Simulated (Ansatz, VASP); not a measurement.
# PtSe in VASP and in Ansatz

```xyz
2
Lattice="3.7019 0.0000 0.0000 -1.8509 3.2059 0.0000 0.0000 0.0000 3.6128" Properties=species:S:1:pos:R:3 pbc="T T T"
Pt    0.0000    0.0000    0.0000
Se    1.8509    1.0686    1.8064
```

Alike in both runs: task single point; functional PBE-based screened hybrid; k mesh 4 × 4 × 4; occupations fermi-dirac, width 0.05 eV; no spin polarisation.

```csv
,VASP,Ansatz
version,VASP 6.6.1,Ansatz 0.2.0
potentials or method,"VASP PAW PBE potentials, release 64 (Pt, Se)",Ansatz PAW
plane-wave cutoff (eV),400,420
valence electrons in the cell,16,34
```

Ansatz gave:

- gap on the k mesh at the Fermi level (eV): none
- pressure (GPa): -13.2
- traceless stress, the component that is largest in VASP (GPa): -3.55

Task: Estimate VASP's values.

Result: gap on the k mesh at the Fermi level (eV): none; pressure (GPa): -13.3; traceless stress, the component that is largest in VASP (GPa): -3.57.

VASP's potentials were made for PBE, not for PBE-based screened hybrid. A gap of «none» marks a metal or a gap that the smearing closes. VASP's potentials hold 16 valence electrons a cell and Ansatz's 34, so a difference there can come from the potentials and not from the codes.

The k mesh is coarse, so the values compare programs but aren't converged. Spin-orbit coupling is off throughout.
